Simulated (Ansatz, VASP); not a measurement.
**YN in VASP and in Ansatz**

```
Y N
1.0
     0.00000    2.47229    2.47229
     2.47229    0.00000    2.47229
     2.47229    2.47229    0.00000
Y N
1 1
Direct
  0.00000 0.00000 0.00000
  0.50000 0.50000 0.50000
```

Alike in both runs: task single point; functional r2SCAN; k mesh 8 × 8 × 8; no spin polarisation.

```csv
,VASP,Ansatz
version,VASP 6.6.1,Ansatz 0.2.0
potentials or method,"VASP PAW PBE potentials, release 64 (Y_sv, N)","plane waves, PAW"
plane-wave cutoff (eV),660,500
occupations,"gaussian, width 0.01 eV",fixed
valence electrons in the cell,16,16
```

|  | VASP | Ansatz | Ansatz less VASP |
| --- | --- | --- | --- |
| gap on the k mesh at the Fermi level (eV) | 0.64 | 0.63 | -0.015 |
| pressure (GPa) | -4.7 | -4.7 | -0.06 |

VASP's potentials were made for PBE, not for r2SCAN.
